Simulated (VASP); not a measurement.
# Ru in VASP: further runs, part 2 of 2

VASP 6.6.1. The steps go on from the part before.

## Step 3: Electric field gradients, PBEsol (zz strain of +1 %)

File INCAR:

```
SYSTEM = Ru
PREC = Accurate
ENCUT = 520
EDIFF = 1E-8
ISMEAR = -1
SIGMA = 0.03
LREAL = .False.
LASPH = .True.
NELM = 60
ALGO = Normal
ISIF = 2
LWAVE = .False.
LCHARG = .False.
GGA = PS
LEFG = .True.
NBANDS = 21
```

File KPOINTS:

```
Automatic mesh
0
Gamma
  14 14 8
  0 0 0
```

File POSCAR:

```
Ru
1.0
    2.7057993342      0.0000000000      0.0000000000
   -1.3528996671      2.3432909610      0.0000000000
    0.0000000000      0.0000000000      4.3247190000
Ru
2
Direct
    0.3333333333      0.6666666667      0.2500000000
    0.6666666667      0.3333333333      0.7500000000
```

Potentials or basis: VASP PAW PBE potentials, release 64 (Ru_pv).

Command:

```bash
cat potpaw_PBE.64/Ru_pv/POTCAR > POTCAR
mpirun -np 1 vasp_std > vasp.out
```

OUTCAR:

```text
SYSTEM = Ru
   PREC = Accurate
   ENCUT = 520
   EDIFF = 1E-8
   ISMEAR = -1
   LREAL = .False.
   LASPH = .True.
   NELM = 60
   ISIF = 2
   GGA = PS

 ion  position               nearest neighbor table
   1  0.333  0.667  0.250-   2 2.67   2 2.67   2 2.67   2 2.67   2 2.67   2 2.67
   2  0.667  0.333  0.750-   1 2.67   1 2.67   1 2.67   1 2.67   1 2.67   1 2.67

  LATTYP: Found a hexagonal cell.
 ALAT       =     2.7057993342
 C/A-ratio  =     1.5983147550

  Lattice vectors:

 A1 = (   2.7057993342,   0.0000000000,   0.0000000000)
 A2 = (  -1.3528996671,   2.3432909610,   0.0000000000)
 A3 = (   0.0000000000,   0.0000000000,   4.3247190000)

Analysis of symmetry for initial positions (statically):
=====================================================================
 Subroutine PRICEL returns:
 Original cell was already a primitive cell.

 Routine SETGRP: Setting up the symmetry group for a
 hexagonal supercell.

 Subroutine GETGRP returns: Found 24 space group operations
 (whereof 12 operations were pure point group operations)
 out of a pool of 24 trial point group operations.

The static configuration has the point symmetry D_3d.
 The point group associated with its full space group is D_6h.

Analysis of symmetry for dynamics (positions and initial velocities):
=====================================================================
 Subroutine PRICEL returns:
 Original cell was already a primitive cell.

 Routine SETGRP: Setting up the symmetry group for a
 hexagonal supercell.

 Subroutine GETGRP returns: Found 24 space group operations
 (whereof 12 operations were pure point group operations)
 out of a pool of 24 trial point group operations.

The dynamic configuration has the point symmetry D_3d.
 The point group associated with its full space group is D_6h.

 Subroutine INISYM returns: Found 24 space group operations
 (whereof 12 operations are pure point group operations),
 and found     1 'primitive' translations

----------------------------------------------------------------------------------------

                                     Primitive cell

  volume of cell :      27.4208

  direct lattice vectors                    reciprocal lattice vectors
     2.705799334  0.000000000  0.000000000     0.369576556  0.213375124  0.000000000
    -1.352899667  2.343290961  0.000000000     0.000000000  0.426750249  0.000000000
     0.000000000  0.000000000  4.324719000     0.000000000  0.000000000  0.231228896

  length of vectors
     2.705799334  2.705799334  4.324719000     0.426750249  0.426750249  0.231228896

  position of ions in fractional coordinates (direct lattice)
     0.333333333  0.666666667  0.250000000
     0.666666667  0.333333333  0.750000000

  ion indices of the primitive-cell ions
   primitive index   ion index
                 1           1
                 2           2

----------------------------------------------------------------------------------------

 KPOINTS: Automatic mesh
[... 73 lines left out ...]
   NFREE  =      0    steps in history (QN), initial steepest desc. (CG)
   ISIF   =      2    stress and relaxation
   ISYM   =      2    0-nonsym 1-usesym 2-fastsym
   POTIM  = 0.5000    time-step for ionic-motion
   TEBEG  =    0.0;   TEEND  =   0.0 temperature during run
   PSTRESS=    0.0 pullay stress
   NELECT =      28.0000    total number of electrons
   NUPDOWN=      -1.0000    fix difference up-down
   EMIN   =  10.00;   EMAX   =-10.00  energy-range for DOS
   EFERMI =   0.00;   METHOD = LEGACY
   ISMEAR =    -1;   SIGMA  =   0.03  broadening in eV -4-tet -1-fermi 0-gaus
   EFERMI_NEDOS =   21; number of points for ismear=-14 and -15
   IALGO  =     38    algorithm
   IMIX   =      4    mixing-type and parameters
     AMIX     =   0.40;   BMIX     =  1.00
     AMIX_MAG =   1.60;   BMIX_MAG =  1.00
  volume/ion in A,a.u.               =      13.71        92.52
  Fermi-wavevector in a.u.,A,eV,Ry     =   1.648546  3.115299 36.976585  2.717702
  Thomas-Fermi vector in A             =   2.737817
   LORBIT       =      0    0 simple, 1 ext, 2 COOP (PROOUT), +10 PAW based schemes
   GGA     = PS    functional components
   LHFCALC =     F    Hartree Fock is set to
   AEXX    =    0.0000 exact exchange contribution
   IVDW    =     0    specifies the selected vdW correction
   LEPSILON=     F    determine dielectric tensor
   LRPA    =     F    only Hartree local field effects (RPA)
 non-spin polarized calculation
  energy-cutoff  :      520.00
  volume of cell :       27.42
 maximum number of plane-waves:       760
 NGX is ok and might be reduce to    20
   NGX =  9   NGY =  9   NGZ = 17

 number of electron      28.0000015 magnetization

 Free energy of the ion-electron system (eV)
  ---------------------------------------------------
  ext. energy  EPLUGINS =         0.00000000
  ---------------------------------------------------
  free energy    TOTEN  =       -20.31069586 eV

  energy without entropy =      -20.30359908  energy(sigma->0) =      -20.30714747

 E-fermi :  12.5025     XC(G=0): -14.2208

 val. band max:       12.5013089630   @ k =   0.2857   0.0000   0.1250
 cond. band min:      12.5181851065   @ k =   0.4286   0.0714   0.2500
 fundamental gap:      0.0168761435
 Fermi energy:        12.5025130215

 k-point     1 :       0.0000    0.0000    0.0000
  band No.  band energies     occupation
      1     -31.0341      2.00000
      2     -30.1193      2.00000
      3     -30.1193      2.00000
      4     -29.9618      2.00000
      5     -29.9618      2.00000
      6     -29.9441      2.00000
[... 565 lines left out ...]
     20      22.8104      0.00000
     21      22.8109      0.00000

 [... further k-points ...]

------------------------ aborting loop because EDIFF is reached ----------------------------------------

  FORCE on cell =-STRESS in cart. coord.  units (eV):
  Direction    XX          YY          ZZ          XY          YZ          ZX
  --------------------------------------------------------------------------------------
  -------------------------------------------------------------------------------------
  Total       -1.2454865     -1.2454865     -2.3895396      0.0000000      0.0000000      0.0000000
  in kB      -72.7729363    -72.7729363   -139.6191938      0.0000000      0.0000000      0.0000000
  external PRESSURE =     -95.0550221 kB  Pullay stress =       0.0000000 kB

 VOLUME and BASIS-vectors are now :
 -----------------------------------------------------------------------------
  energy-cutoff  :      520.00
  volume of cell :       27.42
      direct lattice vectors                 reciprocal lattice vectors
     2.705799334  0.000000000  0.000000000     0.369576556  0.213375124  0.000000000
    -1.352899667  2.343290961  0.000000000     0.000000000  0.426750249  0.000000000
     0.000000000  0.000000000  4.324719000     0.000000000  0.000000000  0.231228896

 POSITION                                       TOTAL-FORCE (eV/Angst)
 -----------------------------------------------------------------------------------
     -0.00000      1.56219      1.08118        -0.000000      0.000000      0.000000
      1.35290      0.78110      3.24354         0.000000     -0.000000      0.000000
 -----------------------------------------------------------------------------------
    total drift:                               -0.000000      0.000000     -0.000000

  FREE ENERGIE OF THE ION-ELECTRON SYSTEM (eV)
  ---------------------------------------------------
  free  energy   TOTEN  =       -20.3106958553 eV

  energy  without entropy=      -20.3035990788  energy(sigma->0) =      -20.30714747

 Electric field gradients (V/A^2)
---------------------------------------------------------------------
 ion       V_xx      V_yy      V_zz      V_xy      V_xz      V_yz
---------------------------------------------------------------------
   1       4.520     4.522    -9.041     0.002     0.000    -0.000
   2       4.520     4.522    -9.041     0.002    -0.000     0.000
---------------------------------------------------------------------

 Electric field gradients after diagonalization (V/A^2)
 (convention: |V_zz| > |V_xx| > |V_yy|)
----------------------------------------------------------------------
 ion       V_xx      V_yy      V_zz     asymmetry (V_yy - V_xx)/ V_zz
----------------------------------------------------------------------
   1       4.523     4.519    -9.041       0.000
   2       4.523     4.519    -9.041       0.000
----------------------------------------------------------------------

           NMR quadrupolar parameters

 Cq : quadrupolar parameter    Cq=e*Q*V_zz/h
 eta: asymmetry parameters     (V_yy - V_xx)/ V_zz
 Q  : nuclear electric quadrupole moment in mb (millibarn)
----------------------------------------------------------------------
 ion       Cq(MHz)       eta       Q (mb)
----------------------------------------------------------------------
   1      -0.022       0.000       1.000
   2      -0.022       0.000       1.000
----------------------------------------------------------------------
```

OSZICAR:

```text
N       E                     dE             d eps       ncg     rms          rms(c)
DAV:   1     0.284278779562E+03    0.28428E+03   -0.17510E+04  5040   0.148E+03
DAV:   2    -0.160602523987E+02   -0.30034E+03   -0.29166E+03  5155   0.444E+02
DAV:   3    -0.219000307864E+02   -0.58398E+01   -0.57929E+01  5895   0.690E+01
DAV:   4    -0.219431573387E+02   -0.43127E-01   -0.43068E-01  6363   0.570E+00
DAV:   5    -0.219437485264E+02   -0.59119E-03   -0.58716E-03  5768   0.583E-01    0.189E+01
DAV:   6    -0.204008793985E+02    0.15429E+01   -0.34923E+00  5850   0.181E+01    0.457E+00
DAV:   7    -0.203214122226E+02    0.79467E-01   -0.61844E-01  5775   0.536E+00    0.859E-01
DAV:   8    -0.203127319157E+02    0.86803E-02   -0.17245E-02  5490   0.116E+00    0.467E-01
DAV:   9    -0.203106858291E+02    0.20461E-02   -0.19795E-03  5755   0.486E-01    0.360E-02
DAV:  10    -0.203106960465E+02   -0.10217E-04   -0.91381E-05  5735   0.970E-02    0.205E-02
DAV:  11    -0.203106958969E+02    0.14968E-06   -0.57543E-06  5725   0.226E-02    0.165E-03
DAV:  12    -0.203106958766E+02    0.20254E-07   -0.40910E-07  5720   0.566E-03    0.134E-03
DAV:  13    -0.203106958602E+02    0.16445E-07   -0.12941E-08  3700   0.119E-03    0.367E-04
DAV:  14    -0.203106958553E+02    0.48876E-08   -0.64174E-10  3190   0.272E-04
   1 F= -.20310696E+02 E0= -.20307147E+02  d E =-.709678E-02
```

stdout:

```text
POSCAR found type information on POSCAR Ru
 POSCAR found :  1 types and       2 ions
 scaLAPACK will be used
 -----------------------------------------------------------------------------
|                                                                             |
|                                                                             |
|     You enforced a specific xc type in the INCAR file but a different       |
|     I HOPE YOU KNOW WHAT YOU ARE DOING!                                     |
|                                                                             |
 -----------------------------------------------------------------------------

 LDA part: xc-table for (Slater+PW92), standard interpolation
 POSCAR, INCAR and KPOINTS ok, starting setup
 FFT: planning ... GRIDC
 FFT: planning ... GRID_SOFT
 FFT: planning ... GRID
 WAVECAR not read
 entering main loop
ion   1

ion   2
```

It took 100 s on 1 thread of Intel Xeon 8259CL, shared host; peak memory 0.17 GiB.

What came out:

```yaml
Free_energy: -20.3107 eV
Pressure: -9.5 GPa
Band_gap_on_the_k_mesh: zero (bands 14 and 15 overlap by 3.11 eV)
Largest_electric_field_gradient_by_atom: Ru -9.0 V/Å²
```

Levels at points of the mesh, in eV from the Fermi level:
| k point | band 10 | band 11 | band 12 | band 13 | band 14 | band 15 | band 16 | band 17 | band 18 | band 19 |
| --- | --- | --- | --- | --- | --- | --- | --- | --- | --- | --- |
| (0.00, 0.00, 0.00) | -2.53 | -2.47 | -1.88 | -1.88 | -1.28 | -1.28 | 1.13 | 1.19 | 1.19 | 10.00 |
| (0.50, 0.00, 0.00) | -2.89 | -2.10 | -1.76 | -1.55 | 1.50 | 1.87 | 1.89 | 4.04 | 6.07 | 10.30 |
| (0.00, 0.00, 0.50) | -2.75 | -2.68 | -2.68 | -2.68 | -2.68 | 0.55 | 0.55 | 0.55 | 0.55 | 10.31 |
| (0.50, 0.00, 0.50) | -4.50 | -0.99 | -0.99 | 0.45 | 0.45 | 1.73 | 1.73 | 3.35 | 3.35 | 10.26 |

Electric field gradients, principal values (V/Å²):
| atom | least | middle | greatest (by size) |
| --- | --- | --- | --- |
| 1 Ru | 4.519 | 4.523 | -9.041 |
| 2 Ru | 4.519 | 4.523 | -9.041 |

Caveat: the cell differs from its parent crystal (zz strain of +1 %); the cell stands under tension; without QUAD_EFG the Cq values of the log hold for a quadrupole moment of 1 mb, not for the nuclei; the PAW data sets were made with another functional, which shifts forces and pressure a little.

## Step 4: Electric field gradients, PBEsol (equal xy, yz and zx shear strains of +2 %)

File INCAR:

```
  PREC = Accurate
  ENCUT = 520
  EDIFF = 1E-8
  ISMEAR = -1
  SIGMA = 0.03
  LREAL = False
  LASPH = True
  NELM = 80
  ALGO = Normal
  ISIF = 2
  LWAVE = False
  LCHARG = False
  GGA = PS
  LEFG = True
  NBANDS = 21
```

File KPOINTS:

```
regular mesh
0
Gamma
  14 14 8
```

File POSCAR:

```
Ru
1.0
    2.7057993342      0.0270579933      0.0270579933
   -1.3294667575      2.3297619643      0.0099039129
    0.0428190000      0.0428190000      4.2819000000
Ru
2
Direct
    0.3333333333      0.6666666667      0.2500000000
    0.6666666667      0.3333333333      0.7500000000
```

Potentials or basis: VASP PAW PBE potentials, release 64 (Ru_pv).

Command:

```bash
cat potpaw_PBE.64/Ru_pv/POTCAR > POTCAR
mpirun -np 1 vasp_std > vasp.out
```

OUTCAR:

```text
PREC = Accurate
   ENCUT = 520
   EDIFF = 1E-8
   ISMEAR = -1
   LREAL = False
   LASPH = True
   NELM = 80
   ISIF = 2
   GGA = PS

 ion  position               nearest neighbor table
   1  0.333  0.667  0.250-   2 2.62   2 2.63   2 2.63   2 2.65   2 2.68   2 2.69
   2  0.667  0.333  0.750-   1 2.62   1 2.63   1 2.63   1 2.65   1 2.68   1 2.69

  LATTYP: Found a triclinic cell.
 ALAT       =     2.7295160481
 B/A-ratio  =     2.3025721786
 C/A-ratio  =     0.9914101449
 COS(alpha) =     0.0012940991
 COS(beta)  =     0.5129592076
 COS(gamma) =     0.6291868957

  Lattice vectors:

 A1 = (  -1.3763325767,  -2.3568199576,  -0.0369619062)
 A2 = (  -0.0040468192,  -4.6437629219,   4.2350341809)
 A3 = (  -2.7057993342,  -0.0270579933,  -0.0270579933)

Analysis of symmetry for initial positions (statically):
=====================================================================
 Subroutine PRICEL returns:
[... 769 lines left out ...]
      direct lattice vectors                 reciprocal lattice vectors
     2.705799334  0.027057993  0.027057993     0.367536711  0.209757487 -0.005772942
    -1.329466758  2.329761964  0.009903913    -0.004226087  0.426834770 -0.004226087
     0.042819000  0.042819000  4.281900000    -0.002312747 -0.002312747  0.233587440

 POSITION                                       TOTAL-FORCE (eV/Angst)
 -----------------------------------------------------------------------------------
      0.02633      1.57290      1.08610        -0.062333     -0.002252      0.018168
      1.39282      0.82674      3.23276         0.062333      0.002252     -0.018168
 -----------------------------------------------------------------------------------
    total drift:                                0.000000     -0.000000      0.000000

  FREE ENERGIE OF THE ION-ELECTRON SYSTEM (eV)
  ---------------------------------------------------
  free  energy   TOTEN  =       -20.3097883522 eV

  energy  without entropy=      -20.3031831010  energy(sigma->0) =      -20.30648573

 Electric field gradients (V/A^2)
---------------------------------------------------------------------
 ion       V_xx      V_yy      V_zz      V_xy      V_xz      V_yz
---------------------------------------------------------------------
   1       6.544     7.242   -13.786     2.543     4.279     4.306
   2       6.544     7.242   -13.786     2.543     4.279     4.306
---------------------------------------------------------------------

 Electric field gradients after diagonalization (V/A^2)
 (convention: |V_zz| > |V_xx| > |V_yy|)
----------------------------------------------------------------------
 ion       V_xx      V_yy      V_zz     asymmetry (V_yy - V_xx)/ V_zz
----------------------------------------------------------------------
   1      10.945     4.332   -15.277       0.433
   2      10.945     4.332   -15.277       0.433
----------------------------------------------------------------------

           NMR quadrupolar parameters

 Cq : quadrupolar parameter    Cq=e*Q*V_zz/h
 eta: asymmetry parameters     (V_yy - V_xx)/ V_zz
 Q  : nuclear electric quadrupole moment in mb (millibarn)
----------------------------------------------------------------------
 ion       Cq(MHz)       eta       Q (mb)
----------------------------------------------------------------------
   1      -0.037       0.433       1.000
   2      -0.037       0.433       1.000
----------------------------------------------------------------------
```

OSZICAR:

```text
N       E                     dE             d eps       ncg     rms          rms(c)
DAV:   1     0.285493646652E+03    0.28549E+03   -0.17513E+04 33144   0.148E+03
DAV:   2    -0.160113788650E+02   -0.30151E+03   -0.29218E+03 33869   0.445E+02
DAV:   3    -0.218799803483E+02   -0.58686E+01   -0.58306E+01 38871   0.693E+01
DAV:   4    -0.219233481251E+02   -0.43368E-01   -0.43304E-01 41779   0.571E+00
DAV:   5    -0.219239096052E+02   -0.56148E-03   -0.55799E-03 37838   0.579E-01    0.193E+01
DAV:   6    -0.204054345097E+02    0.15185E+01   -0.34211E+00 39001   0.179E+01    0.483E+00
DAV:   7    -0.203205642570E+02    0.84870E-01   -0.60237E-01 38106   0.540E+00    0.892E-01
DAV:   8    -0.203116670831E+02    0.88972E-02   -0.17134E-02 36171   0.116E+00    0.467E-01
DAV:   9    -0.203097761097E+02    0.18910E-02   -0.18235E-03 37661   0.466E-01    0.342E-02
DAV:  10    -0.203097886717E+02   -0.12562E-04   -0.76636E-05 37651   0.895E-02    0.197E-02
DAV:  11    -0.203097883591E+02    0.31263E-06   -0.54602E-06 37676   0.222E-02    0.143E-03
DAV:  12    -0.203097883558E+02    0.32974E-08   -0.29522E-07 37796   0.483E-03    0.129E-03
DAV:  13    -0.203097883446E+02    0.11172E-07   -0.13568E-08 24713   0.121E-03    0.326E-04
DAV:  14    -0.203097883522E+02   -0.75825E-08   -0.46879E-10 21003   0.235E-04
   1 F= -.20309788E+02 E0= -.20306486E+02  d E =-.660525E-02
```

Run time: 8.7 min. Hardware: 1 thread of Intel Xeon 8259CL, shared host; peak memory 0.43 GiB.

What came out:

```yaml
Free_energy: -20.3098 eV
Pressure: -6.0 GPa
Largest_force: 0.065 eV/Å
Band_gap_on_the_k_mesh: zero (bands 14 and 15 overlap by 3.21 eV)
Largest_electric_field_gradient_by_atom: Ru -15.3 V/Å²
```

Forces in eV/Å, atoms in the order of the input:
```
Ru  -0.062 -0.002  0.018
Ru   0.062  0.002 -0.018
```

Electric field gradients, principal values (V/Å²):
```csv
atom,least,middle,greatest (by size)
1 Ru,4.332,10.945,-15.277
2 Ru,4.332,10.945,-15.277
```

Caveat: the cell differs from its parent crystal (equal xy, yz and zx shear strains of +2 %); the cell stands under tension; without QUAD_EFG the Cq values of the log hold for a quadrupole moment of 1 mb, not for the nuclei; the PAW data sets were made with another functional, which shifts forces and pressure a little.
